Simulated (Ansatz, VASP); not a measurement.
Al2Cu: VASP beside Ansatz

File INCAR:

```
SYSTEM = Al2Cu
  ALGO = Fast
  EDIFF = 1E-7
  ENCUT = 520
  ISIF = 2
  ISMEAR = 0
  LASPH = .True.
  LCHARG = .False.
  LREAL = .False.
  LWAVE = .False.
  NBANDS = 16
  NELM = 60
  PREC = Accurate
  SIGMA = 0.15
```

KPOINTS

```
k-points
0
Gamma
  10 10 14
  0 0 0
```

The input POSCAR:

```
Al2Cu
1.0
    4.2309000000      0.0000000000      0.0000000000
    0.0000000000      4.2309000000      0.0000000000
    0.0000000000      0.0000000000      2.8966000000
Al Cu
2 1
Direct
    0.5000000000      0.0000000000      0.5000000000
    0.0000000000      0.5000000000      0.5000000000
    0.0000000000      0.0000000000      0.0000000000
```

Input for Ansatz:

```yaml
crystal:
  lattice:
    - [4.2309, 0.0, 0.0]
    - [0.0, 4.2309, 0.0]
    - [0.0, 0.0, 2.8966]
  atoms:
    - { symbol: Al, position: [0.5, 0.0, 0.5] }
    - { symbol: Al, position: [0.0, 0.5, 0.5] }
    - { symbol: Cu, position: [0.0, 0.0, 0.0] }
basis:
  ecutwfc: 520.0
kpoints:
  mp_grid: { grid: [10, 10, 14] }
hamiltonian:
  xc: lda
  pseudopotentials: { kind: paw, azcp: { folder: soft_1 } }
scf:
  occupations: { method: gaussian, width: 0.15 }
output:
  forces: true
  stress: true
  eigenvalues: true
```

Alike in both runs: task single point; functional LDA; k mesh 10 × 10 × 14; occupations gaussian, width 0.15 eV; no spin polarisation.

```csv
,VASP,Ansatz
version,VASP 6.6.1,Ansatz 0.2.0
potentials or method,"VASP PAW LDA potentials, release 64 (Al, Cu), cutoff 520 eV","scalar-relativistic, plane waves, PAW"
valence electrons in the cell,17,25
```

VASP gave:

* gap on the k mesh at the Fermi level (eV): none
* pressure (GPa): -9.0
* traceless stress, the component that is largest in VASP (GPa): 0.24

Problem. Estimate Ansatz's values.

Solution. gap on the k mesh at the Fermi level (eV): none; pressure (GPa): -9.2; traceless stress, the component that is largest in VASP (GPa): 0.27.

Ansatz warns that its potentials were made for another functional, while VASP's fit it. LDA's correlation is that of Perdew and Zunger in VASP and of Perdew and Wang (1992) in Ansatz. A gap of «none» marks a metal or a gap that the smearing closes. VASP's potentials hold 17 valence electrons a cell and Ansatz's 25, so a difference there can come from the potentials and not from the codes.
